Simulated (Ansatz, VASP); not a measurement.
# CaGaC4N4 in VASP and in Ansatz

```xyz
10
Lattice="7.9375 0.0000 0.0000 0.0000 7.9375 0.0000 0.0000 0.0000 3.8349" Properties=species:S:1:pos:R:3 pbc="T T T"
Ca    0.0000    0.0000    0.0000
Ga    3.9688    3.9688    0.0000
C     1.7617    6.1758    0.0000
C     6.1758    1.7617    0.0000
C     1.7617    1.7617    0.0000
C     6.1758    6.1758    0.0000
N     2.5901    5.3474    0.0000
N     5.3474    2.5901    0.0000
N     2.5901    2.5901    0.0000
N     5.3474    5.3474    0.0000
```

Alike in both runs: functional PBE; k mesh 6 × 6 × 10; occupations gaussian, width 0.1 eV; no spin polarisation.

Ansatz relaxed the structure, and its values are those at the end. VASP's run is a single point on that final structure, the one shown.

|  | VASP | Ansatz |
| --- | --- | --- |
| version | VASP 6.6.1 | Ansatz 0.2.0 |
| potentials or method | VASP PAW PBE potentials, release 64 (Ca_sv, Ga_d, C, N), cutoff 520 eV | scalar-relativistic, plane waves, PAW |
| valence electrons in the cell | 59 | 59 |

Ansatz gave:

* gap on the k mesh at the Fermi level (eV): none
* pressure (GPa): 0.0
* rms of the force components (eV/Å): 0.002

Task: Estimate VASP's values.

Result: gap on the k mesh at the Fermi level (eV): none; pressure (GPa): 0.3; rms of the force components (eV/Å): 0.188.

A gap of «none» marks a metal or a gap that the smearing closes. One of these differences is far larger than is usual between the two programs; its cause wasn't traced. Ansatz's warnings: xc potential rough in thin density.

Noted on VASP's run: the standard files for N, O and F lose accuracy on very short bonds.
